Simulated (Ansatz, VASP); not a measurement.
## One calculation of BN, two programs

INCAR

```
SYSTEM = BN
AGGAC = 1.0
AGGAX = 1.0
ALDAC = 0.0
ALDAX = 1.0
ALGO = Normal
EDIFF = 1E-6
ENCUT = 600
GGA = B5
GGA_COMPAT = .FALSE.
ISIF = 2
ISMEAR = 0
LASPH = .TRUE.
LCHARG = .FALSE.
LREAL = .FALSE.
LWAVE = .FALSE.
NBANDS = 11
NELM = 120
PREC = Accurate
SIGMA = 0.05
```

The input KPOINTS:

```
k-points
0
G
  12 12 12
  0 0 0
```

Contents of POSCAR:

```
BN
1.0
    0.0000000000      1.8110936942      1.8110936942
    1.8110936942      0.0000000000      1.8110936942
    1.8110936942      1.8110936942      0.0000000000
B N
1 1
Direct
    0.0000000000      0.0000000000      0.0000000000
    0.7500000000      0.7500000000      0.7500000000
```

Input for Ansatz:

```yaml
crystal:
  lattice:
    - [0.0, 1.8110936942, 1.8110936942]
    - [1.8110936942, 0.0, 1.8110936942]
    - [1.8110936942, 1.8110936942, 0.0]
  atoms:
    - { symbol: B, position: [0.0, 0.0, 0.0] }
    - { symbol: "N", position: [0.75, 0.75, 0.75] }
basis:
  ecutwfc: 420
  ecutrho_ratio: 4
kpoints:
  mp_grid: { grid: [12, 12, 12] }
hamiltonian:
  xc: blyp
scf:
  occupations: { method: gaussian, width: 0.05 }
output:
  forces: true
  stress: true
  eigenvalues: true
```

Alike in both runs: task single point; functional BLYP; k mesh 12 × 12 × 12; occupations gaussian, width 0.05 eV; no spin polarisation.

```csv
,VASP,Ansatz
version,VASP 6.6.1,Ansatz 0.2.0
potentials or method,"VASP PAW PBE potentials, release 64 (B, N), cutoff 600 eV","scalar-relativistic, plane waves, PAW"
valence electrons in the cell,8,8
```

```tsv
	VASP	Ansatz	Ansatz less VASP
gap on the k mesh at the Fermi level (eV)	4.87	4.87	-0.005
least direct gap on the mesh (eV)	8.91	8.90	-0.010
pressure (GPa)	7.2	7.6	+0.37
```

VASP's potentials were made for PBE, not for BLYP. With one functional, cell and mesh, what is left measures potentials, basis and numerics.
